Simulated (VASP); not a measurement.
# WS2 (R3m) in VASP: further runs

The runs below take WS2 through single point, with PBEsol.

Program: VASP 6.6.1. These are calculated values, not measurements. Logs are shortened: lines on timing, memory, paths and dates and some standing lists are left out, and cuts for length are marked.

### 1 The cell of the first run

The structure is trigonal, space group R3m (No. 160). The conventional cell has a = 3.032 Å, b = 3.032 Å, c = 19.230 Å, α = 90.00°, β = 90.00°, γ = 120.00°. W (site symmetry 3m) has 6 S at 2.38 to 2.40 Å and 6 W at 3.03 Å within 3.1 Å. S (site symmetry 3m) has 3 W at 2.38 Å and 6 S at 3.03 Å within 3.1 Å. S (site symmetry 3m) has 3 W at 2.40 Å and 7 S at 3.03 to 3.26 Å within 3.3 Å.

### 2 Single point, PBEsol (strain -0.040 along x and y, +0.040 along z)

INCAR reads:

```
SYSTEM = WS2
PREC     = Accurate       ! precision mode
ENCUT    = 520            ! plane-wave cutoff, eV
EDIFF    = 1E-7           ! SCF threshold, eV
ISMEAR   = 0              ! smearing method
SIGMA    = 0.05           ! smearing width, eV
LREAL    = .False.        ! projectors in reciprocal space
LASPH    = .True.         ! aspherical terms in the spheres
NELM     = 60             ! most SCF steps
ALGO     = Normal         ! electronic algorithm
ISIF     = 2              ! what is computed and relaxed
LWAVE    = .False.        ! write WAVECAR
LCHARG   = .False.        ! write CHGCAR
GGA      = PS             ! functional
NBANDS   = 20             ! bands
```

KPOINTS reads:

```
Automatic mesh
0
Gamma
  12 12 12
  0 0 0
```

POSCAR reads:

```
WS2
1.0
    1.5158403689      0.8751708450      6.4098632000
   -1.5158403689      0.8751708450      6.4098632000
    0.0000000000     -1.7503416901      6.4098632000
W S
1 2
Direct
    0.0000000000      0.0000000000      0.0000000000
    0.7503000000      0.7503000000      0.7503000000
    0.5810000000      0.5810000000      0.5810000000
```

Potentials or basis: VASP PAW PBE potentials, release 64 (W_sv, S).

Run with:

```console
cat potpaw_PBE.64/W_sv/POTCAR potpaw_PBE.64/S/POTCAR > POTCAR
mpirun -np 1 vasp_std > vasp.out
```

OUTCAR:

```text
SYSTEM = WS2
   PREC = Accurate
   ENCUT = 520
   EDIFF = 1E-7
   ISMEAR = 0
   LREAL = .False.
   LASPH = .True.
   NELM = 60
   ISIF = 2
   GGA = PS

 ion  position               nearest neighbor table
   1  0.000  0.000  0.000-   2 2.38   2 2.38   2 2.38   3 2.40   3 2.40   3 2.40
   2  0.750  0.750  0.750-   1 2.38   1 2.38   1 2.38
   3  0.581  0.581  0.581-   1 2.40   1 2.40   1 2.40

  LATTYP: Found a trigonal (rhomboedric) cell.
 ALAT       =     6.6445498173
 COS(alpha) =     0.8959107668

  Lattice vectors:

 A1 = (   1.5158403689,   0.8751708450,   6.4098632000)
 A2 = (  -1.5158403689,   0.8751708450,   6.4098632000)
 A3 = (   0.0000000000,  -1.7503416901,   6.4098632000)

Analysis of symmetry for initial positions (statically):
=====================================================================
 Subroutine PRICEL returns:
 Original cell was already a primitive cell.

 Routine SETGRP: Setting up the symmetry group for a
 trigonal (rhombohedral) supercell.

 Subroutine GETGRP returns: Found  6 space group operations
 (whereof  6 operations were pure point group operations)
 out of a pool of 12 trial point group operations.

The static configuration has the point symmetry C_3v.

Analysis of symmetry for dynamics (positions and initial velocities):
=====================================================================
 Subroutine PRICEL returns:
 Original cell was already a primitive cell.

 Routine SETGRP: Setting up the symmetry group for a
 trigonal (rhombohedral) supercell.

 Subroutine GETGRP returns: Found  6 space group operations
 (whereof  6 operations were pure point group operations)
 out of a pool of 12 trial point group operations.

The dynamic configuration has the point symmetry C_3v.

 Subroutine INISYM returns: Found  6 space group operations
 (whereof  6 operations are pure point group operations),
 and found     1 'primitive' translations

----------------------------------------------------------------------------------------

                                     Primitive cell

  volume of cell :      51.0207

  direct lattice vectors                    reciprocal lattice vectors
     1.515840369  0.875170845  6.409863200     0.329850036  0.190439007  0.052003190
    -1.515840369  0.875170845  6.409863200    -0.329850036  0.190439007  0.052003190
     0.000000000 -1.750341690  6.409863200     0.000000000 -0.380878014  0.052003190

  length of vectors
     6.644549817  6.644549817  6.644549817     0.384411750  0.384411750  0.384411750

  position of ions in fractional coordinates (direct lattice)
     0.000000000  0.000000000  0.000000000
     0.750300000  0.750300000  0.750300000
     0.581000000  0.581000000  0.581000000

  ion indices of the primitive-cell ions
   primitive index   ion index
                 1           1
                 2           2
                 3           3

----------------------------------------------------------------------------------------

 KPOINTS: Automatic mesh

Automatic generation of k-mesh.
 Grid dimensions read from file:
 generate k-points for:   12   12   12

 Generating k-lattice:

  Cartesian coordinates                     Fractional coordinates (reciprocal lattice)
     0.027487503  0.015869917  0.004333599     0.083333333 -0.000000000  0.000000000
    -0.027487503  0.015869917  0.004333599    -0.000000000  0.083333333  0.000000000
     0.000000000 -0.031739834  0.004333599     0.000000000  0.000000000  0.083333333

  Length of vectors
     0.032034312  0.032034312  0.032034312

  Shift w.r.t. Gamma in fractional coordinates (k-lattice)
     0.000000000  0.000000000  0.000000000

 Subroutine IBZKPT returns following result:
 ===========================================

 Found    189 irreducible k-points:

 Following reciprocal coordinates:
            Coordinates               Weight
  0.000000  0.000000  0.000000      1.000000
  0.083333  0.000000  0.000000      6.000000
  0.166667  0.000000  0.000000      6.000000
  0.250000  0.000000  0.000000      6.000000
  0.333333  0.000000 -0.000000      6.000000
  0.416667  0.000000  0.000000      6.000000
[... 16 lines left out ...]
  0.500000  0.166667  0.000000     12.000000
 -0.416667  0.166667  0.000000     12.000000
 [... further k-points ...]
   k-points           NKPTS =    189   k-points in BZ     NKDIM =    189   number of bands    NBANDS=     20
   number of dos      NEDOS =    301   number of ions     NIONS =      3
   total plane-waves  NPLWV = 125000
   dimension x,y,z NGX =    50 NGY =   50 NGZ =   50
   dimension x,y,z NGXF=   100 NGYF=  100 NGZF=  100
   ions per type =               1   2
   NGX,Y,Z   is equivalent  to a cutoff of  12.51, 12.51, 12.51 a.u.
   NGXF,Y,Z  is equivalent  to a cutoff of  25.02, 25.02, 25.02 a.u.
 SYSTEM =  WS2
   PREC   = accura    normal or accurate (medium, high low for compatibility)
   ISTART =      0    job   : 0-new  1-cont  2-samecut
   ICHARG =      2    charge: 1-file 2-atom 10-const
   ISPIN  =      1    spin polarized calculation?
   LNONCOLLINEAR =      F non collinear calculations
   LSORBIT =      F    spin-orbit coupling
   LASPH  =      T    aspherical Exc in radial PAW
   ENCUT  =  520.0 eV  38.22 Ry    6.18 a.u.  12.35 12.35 12.35*2*pi/ulx,y,z
   NELM   =     60;   NELMIN=  2; NELMDL= -5     # of ELM steps
   EDIFF  = 0.1E-06   stopping-criterion for ELM
   LREAL  =      F    real-space projection
   EDIFFG = 0.1E-05   stopping-criterion for IOM
   NSW    =      0    number of steps for IOM
   IBRION =     -1    ionic relax: 0-MD 1-quasi-New 2-CG
   NFREE  =      0    steps in history (QN), initial steepest desc. (CG)
   ISIF   =      2    stress and relaxation
   ISYM   =      2    0-nonsym 1-usesym 2-fastsym
   POTIM  = 0.5000    time-step for ionic-motion
   TEBEG  =    0.0;   TEEND  =   0.0 temperature during run
   PSTRESS=    0.0 pullay stress
   NELECT =      26.0000    total number of electrons
   NUPDOWN=      -1.0000    fix difference up-down
   EMIN   =  10.00;   EMAX   =-10.00  energy-range for DOS
   EFERMI =   0.00;   METHOD = LEGACY
   ISMEAR =     0;   SIGMA  =   0.05  broadening in eV -4-tet -1-fermi 0-gaus
   EFERMI_NEDOS =   21; number of points for ismear=-14 and -15
   IALGO  =     38    algorithm
   IMIX   =      4    mixing-type and parameters
     AMIX     =   0.40;   BMIX     =  1.00
     AMIX_MAG =   1.60;   BMIX_MAG =  1.00
  volume/ion in A,a.u.               =      17.01       114.77
  Fermi-wavevector in a.u.,A,eV,Ry     =   1.307627  2.471057 23.264439  1.709888
  Thomas-Fermi vector in A             =   2.438349
   LORBIT       =      0    0 simple, 1 ext, 2 COOP (PROOUT), +10 PAW based schemes
   GGA     = PS    functional components
   LHFCALC =     F    Hartree Fock is set to
   AEXX    =    0.0000 exact exchange contribution
   IVDW    =     0    specifies the selected vdW correction
   LEPSILON=     F    determine dielectric tensor
   LRPA    =     F    only Hartree local field effects (RPA)
 non-spin polarized calculation
 Gauss-broadening in eV      SIGMA  =   0.05
  energy-cutoff  :      520.00
  volume of cell :       51.02
 maximum number of plane-waves:      1403
 NGX is ok and might be reduce to    50
   NGX = 25   NGY = 25   NGZ = 25

 number of electron      26.0000000 magnetization

 Free energy of the ion-electron system (eV)
  ---------------------------------------------------
  ext. energy  EPLUGINS =         0.00000000
  ---------------------------------------------------
  free energy    TOTEN  =       -25.11320483 eV

  energy without entropy =      -25.11320483  energy(sigma->0) =      -25.11320483

 E-fermi :   7.6307     XC(G=0): -11.3064

 val. band max:        7.3018174339   @ k =   0.5000   0.5000   0.5000
 cond. band min:       8.5669678529   @ k =  -0.1667   0.1667   0.0000
 fundamental gap:      1.2651504190
 Fermi energy:         7.6307431920

 k-point     1 :       0.0000    0.0000    0.0000
  band No.  band energies     occupation
      1     -66.5328      2.00000
      2     -30.9013      2.00000
      3     -30.5456      2.00000
      4     -30.5456      2.00000
      5      -8.0618      2.00000
      6      -6.2152      2.00000
[... 12 lines left out ...]
     19      15.9046      0.00000
     20      16.3216      0.00000

 k-point     2 :       0.0833    0.0000    0.0000
  band No.  band energies     occupation
      1     -66.5305      2.00000
      2     -30.8944      2.00000
      3     -30.5834      2.00000
      4     -30.5542      2.00000
      5      -7.9239      2.00000
      6      -6.1625      2.00000
[... 12 lines left out ...]
     19      16.0391      0.00000
     20      16.8413      0.00000

 k-point     3 :       0.1667    0.0000    0.0000
  band No.  band energies     occupation
      1     -66.5244      2.00000
      2     -30.8756      2.00000
      3     -30.6856      2.00000
      4     -30.5777      2.00000
      5      -7.5283      2.00000
      6      -6.0111      2.00000
[... 12 lines left out ...]
     19      16.5832      0.00000
     20      17.2037      0.00000

 k-point     4 :       0.2500    0.0000    0.0000
  band No.  band energies     occupation
      1     -66.5161      2.00000
      2     -30.8499      2.00000
      3     -30.8225      2.00000
      4     -30.6097      2.00000
      5      -6.9294      2.00000
      6      -5.7830      2.00000
[... 12 lines left out ...]
     19      16.1725      0.00000
     20      17.0378      0.00000

 k-point     5 :       0.3333    0.0000   -0.0000
  band No.  band energies     occupation
      1     -66.5077      2.00000
      2     -30.9567      2.00000
      3     -30.8239      2.00000
      4     -30.6415      2.00000
      5      -6.2270      2.00000
      6      -5.5227      2.00000
[... 12 lines left out ...]
     19      15.3356      0.00000
     20      15.8500      0.00000
[... 353 lines left out ...]
      6      -5.6885      2.00000
[... 12 lines left out ...]
     19      16.3634      0.00000
     20      16.9700      0.00000

 k-point    22 :       0.4167    0.1667    0.0000
  band No.  band energies     occupation
      1     -66.5047      2.00000
      2     -30.9559      2.00000
      3     -30.8144      2.00000
      4     -30.7047      2.00000
      5      -5.9235      2.00000
      6      -5.4310      2.00000
[... 12 lines left out ...]
     19      15.9347      0.00000
     20      16.6467      0.00000

 k-point    23 :       0.5000    0.1667    0.0000
  band No.  band energies     occupation
      1     -66.4994      2.00000
      2     -31.0205      2.00000
      3     -30.7979      2.00000
      4     -30.7446      2.00000
      5      -5.3767      2.00000
      6      -5.1886      2.00000
[... 12 lines left out ...]
     19      15.8750      0.00000
     20      16.5484      0.00000

 k-point    24 :      -0.4167    0.1667    0.0000
  band No.  band energies     occupation
      1     -66.4974      2.00000
      2     -31.0437      2.00000
      3     -30.7919      2.00000
      4     -30.7594      2.00000
      5      -5.1822      2.00000
      6      -5.0565      2.00000
[... 12 lines left out ...]
     19      16.2535      0.00000
     20      16.5396      0.00000

 [... further k-points ...]

------------------------ aborting loop because EDIFF is reached ----------------------------------------

  FORCE on cell =-STRESS in cart. coord.  units (eV):
  Direction    XX          YY          ZZ          XY          YZ          ZX
  --------------------------------------------------------------------------------------
  -------------------------------------------------------------------------------------
  Total        3.6176408      3.6176408     -0.9482648      0.0000000      0.0000000      0.0000000
  in kB      113.6029753    113.6029753    -29.7778866      0.0000000      0.0000000      0.0000000
  external PRESSURE =      65.8093547 kB  Pullay stress =       0.0000000 kB

 VOLUME and BASIS-vectors are now :
 -----------------------------------------------------------------------------
  energy-cutoff  :      520.00
  volume of cell :       51.02
      direct lattice vectors                 reciprocal lattice vectors
     1.515840369  0.875170845  6.409863200     0.329850036  0.190439007  0.052003190
    -1.515840369  0.875170845  6.409863200    -0.329850036  0.190439007  0.052003190
     0.000000000 -1.750341690  6.409863200     0.000000000 -0.380878014  0.052003190

 POSITION                                       TOTAL-FORCE (eV/Angst)
 -----------------------------------------------------------------------------------
      0.00000      0.00000      0.00000         0.000000      0.000000     -0.653609
      0.00000     -0.00000     14.42796         0.000000      0.000000     -0.001715
      0.00000     -0.00000     11.17239         0.000000     -0.000000      0.655325
 -----------------------------------------------------------------------------------
    total drift:                                0.000000     -0.000000      0.000021

  FREE ENERGIE OF THE ION-ELECTRON SYSTEM (eV)
  ---------------------------------------------------
  free  energy   TOTEN  =       -25.1132048311 eV

  energy  without entropy=      -25.1132048311  energy(sigma->0) =      -25.11320483
```

Run time: 5.3 min. Hardware: 1 thread of Intel Xeon 6975P-C (Granite Rapids), shared host; peak memory 0.44 GiB.

What came out:

```
Free energy            : -25.1132 eV
Pressure               : 6.6 GPa
Largest force          : 0.655 eV/Å
Band gap on the k mesh : 1.27 eV (least direct gap 2.24 eV)
```

Forces on the atoms (eV/Å):
```
W    0.000  0.000 -0.654
S    0.000  0.000 -0.002
S    0.000  0.000  0.655
```

Levels at points of the mesh, in eV from the valence-band top:
| k point | band 9 | band 10 | band 11 | band 12 | band 13 | band 14 | band 15 | band 16 | band 17 | band 18 |
| --- | --- | --- | --- | --- | --- | --- | --- | --- | --- | --- |
| (0.00, 0.00, 0.00) | -2.53 | -1.65 | -1.31 | -1.16 | -1.16 | 3.16 | 3.16 | 3.34 | 3.34 | 6.05 |
| (0.50, 0.00, 0.00) | -4.91 | -3.30 | -2.42 | -1.29 | -0.78 | 3.17 | 3.60 | 4.27 | 4.64 | 5.58 |
| (0.50, 0.50, 0.00) | -4.66 | -3.25 | -2.96 | -1.04 | -0.94 | 3.37 | 3.57 | 3.98 | 5.04 | 5.96 |
| (0.50, 0.50, 0.50) | -2.54 | -2.54 | -1.14 | -1.14 | 0.00 | 3.17 | 3.17 | 3.30 | 3.30 | 6.26 |

Caveat: the cell differs from its parent crystal (strain -0.040 along x and y, +0.040 along z); the cell stands under pressure; the PAW data sets were made with another functional, which shifts forces and pressure a little; spin-orbit coupling is left out, which moves the levels of the heavy elements. A k mesh can miss the band edges.

### 3 Single point, PBEsol (strain -0.040 along x and y, +0.080 along z)

INCAR reads:

```
SYSTEM = WS2
  PREC = Accurate
  ENCUT = 520
  EDIFF = 1E-6
  ISMEAR = 0
  SIGMA = 0.05
  LREAL = .FALSE.
  LASPH = .TRUE.
  NELM = 100
  ALGO = Normal
  ISIF = 2
  LWAVE = .FALSE.
  LCHARG = .FALSE.
  GGA = PS
  NBANDS = 20
```

KPOINTS reads:

```
regular mesh
0
G
  12 12 12
  0 0 0
```

POSCAR reads:

```
WS2
1.0
    1.5158403689      0.8751708450      6.6563964000
   -1.5158403689      0.8751708450      6.6563964000
    0.0000000000     -1.7503416901      6.6563964000
W S
1 2
Direct
    0.0000000000      0.0000000000      0.0000000000
    0.7503000000      0.7503000000      0.7503000000
    0.5810000000      0.5810000000      0.5810000000
```

Potentials or basis: VASP PAW PBE potentials, release 64 (W_sv, S).

Run with:

```console
cat potpaw_PBE.64/W_sv/POTCAR potpaw_PBE.64/S/POTCAR > POTCAR
mpirun -np 1 vasp_std > vasp.out
```

OUTCAR:

```text
SYSTEM = WS2
   PREC = Accurate
   ENCUT = 520
   EDIFF = 1E-6
   ISMEAR = 0
   LREAL = .FALSE.
   LASPH = .TRUE.
   NELM = 100
   ISIF = 2
   GGA = PS

 ion  position               nearest neighbor table
   1  0.000  0.000  0.000-   2 2.42   2 2.42   2 2.42   3 2.45   3 2.45   3 2.45
   2  0.750  0.750  0.750-   1 2.42   1 2.42   1 2.42
   3  0.581  0.581  0.581-   1 2.45   1 2.45   1 2.45

  LATTYP: Found a trigonal (rhomboedric) cell.
 ALAT       =     6.8826818222
 COS(alpha) =     0.9029888737

[... 745 lines left out ...]

  FORCE on cell =-STRESS in cart. coord.  units (eV):
  Direction    XX          YY          ZZ          XY          YZ          ZX
  --------------------------------------------------------------------------------------
  -------------------------------------------------------------------------------------
  Total        2.2372144      2.2372144     -4.9944958      0.0000000      0.0000000     -0.0000000
  in kB       67.6521273     67.6521273   -151.0307919      0.0000000      0.0000000     -0.0000000
  external PRESSURE =      -5.2421791 kB  Pullay stress =       0.0000000 kB

 VOLUME and BASIS-vectors are now :
 -----------------------------------------------------------------------------
  energy-cutoff  :      520.00
  volume of cell :       52.98
      direct lattice vectors                 reciprocal lattice vectors
     1.515840369  0.875170845  6.656396400     0.329850036  0.190439007  0.050077146
    -1.515840369  0.875170845  6.656396400    -0.329850036  0.190439007  0.050077146
     0.000000000 -1.750341690  6.656396400     0.000000000 -0.380878014  0.050077146

 POSITION                                       TOTAL-FORCE (eV/Angst)
 -----------------------------------------------------------------------------------
      0.00000      0.00000      0.00000         0.000000      0.000000     -0.576443
      0.00000     -0.00000     14.98288         0.000000      0.000000     -1.172300
      0.00000     -0.00000     11.60210         0.000000     -0.000000      1.748743
 -----------------------------------------------------------------------------------
    total drift:                               -0.000000     -0.000000     -0.000195

  FREE ENERGIE OF THE ION-ELECTRON SYSTEM (eV)
  ---------------------------------------------------
  free  energy   TOTEN  =       -25.0012319796 eV

  energy  without entropy=      -25.0012319796  energy(sigma->0) =      -25.00123198
```

stdout:

```text
POSCAR found type information on POSCAR W S
 POSCAR found :  2 types and       3 ions
 scaLAPACK will be used
 -----------------------------------------------------------------------------
|                                                                             |
|                                                                             |
|     You enforced a specific xc type in the INCAR file but a different       |
|     I HOPE YOU KNOW WHAT YOU ARE DOING!                                     |
|                                                                             |
 -----------------------------------------------------------------------------

 LDA part: xc-table for (Slater+PW92), standard interpolation
 POSCAR, INCAR and KPOINTS ok, starting setup
 FFT: planning ... GRIDC
 FFT: planning ... GRID_SOFT
 FFT: planning ... GRID
 WAVECAR not read
 entering main loop
```

Wall time 8 min (1 thread of Intel Xeon 6975P-C (Granite Rapids), shared host); peak memory 0.51 GiB.

What came out:

```yaml
Free_energy: -25.0012 eV
Pressure: -0.5 GPa
Largest_force: 1.749 eV/Å
Band_gap_on_the_k_mesh: 1.12 eV (least direct gap 1.95 eV)
```

Forces on the atoms (eV/Å):
```
W    0.000  0.000 -0.576
S    0.000  0.000 -1.172
S    0.000  0.000  1.749
```

Caveat: the cell differs from its parent crystal (strain -0.040 along x and y, +0.080 along z); the PAW data sets were made with another functional, which shifts forces and pressure a little; spin-orbit coupling is left out, which moves the levels of the heavy elements. A k mesh can miss the band edges.
